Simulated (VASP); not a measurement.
A run of VASP 6.6.1 is set up as follows.

POSCAR

```
NaI
1.0
    4.0405365658      0.0000000000      0.0000000000
    0.0000000000      4.0405365658      0.0000000000
    0.0000000000      0.0000000000      4.0405365658
Na I
1 1
Direct
    0.0000000000      0.0000000000      0.0000000000
    0.5000000000      0.5000000000      0.5000000000
```

File INCAR.step1:

```
SYSTEM = NaI
ALGO = Normal
EDIFF = 1E-8
ENCUT = 500
GGA = PE
ISMEAR = 0
LASPH = .True.
LCHARG = .False.
LREAL = .False.
LWAVE = .True.
NELM = 100
PREC = Accurate
SIGMA = 0.01
```

Contents of INCAR.step2:

```
SYSTEM = NaI
ALGO = Exact
EDIFF = 1E-8
ENCUT = 500
GGA = PE
ISMEAR = 0
ISTART = 1
LASPH = .True.
LCHARG = .False.
LOPTICS = .True.
LREAL = .False.
LWAVE = .True.
NBANDS = 256
NELM = 1
PREC = Accurate
SIGMA = 0.01
```

Contents of INCAR.step3:

```
SYSTEM = NaI
ALGO = EVGW0
EDIFF = 1E-8
ENCUT = 500
ENCUTGW = 140.0
GGA = PE
ISMEAR = 0
ISTART = 1
LASPH = .True.
LCHARG = .False.
LREAL = .False.
LWAVE = .False.
NBANDS = 256
NBANDSGW = 16
NELMGW = 1
NOMEGA = 48
PREC = Accurate
PRECFOCK = Fast
SIGMA = 0.01
```

File KPOINTS:

```
k-points
0
Gamma
  4 4 4
  0 0 0
```

Potentials or basis: VASP PAW PBE potentials, release 64 (Na_sv_GW, I_GW).

Command:

```console
$ cat potpaw_PBE.64/Na_sv_GW/POTCAR potpaw_PBE.64/I_GW/POTCAR > POTCAR
$ cp INCAR.step1 INCAR
$ mpirun -np 1 vasp_std > vasp.out
$ cp INCAR.step2 INCAR
$ mpirun -np 1 vasp_std > vasp.out
$ cp INCAR.step3 INCAR
$ mpirun -np 1 vasp_std > vasp.out
```

**Question.** Estimate the quasiparticle gap.

**Answer.** 4.20 eV.

**Question.** What does it give for the least direct quasiparticle gap?

**Answer.** 4.64 eV.

**Question.** Estimate the band gap on the k mesh, mean-field level.

**Answer.** 2.29 eV, indirect (least direct gap 2.79 eV).

Caveat: bands, screening cutoff and mesh are small and nothing is extrapolated, so the quasiparticle values aren't converged; spin-orbit coupling is left out, which moves the levels of the heavy elements. A k mesh can miss the band edges.
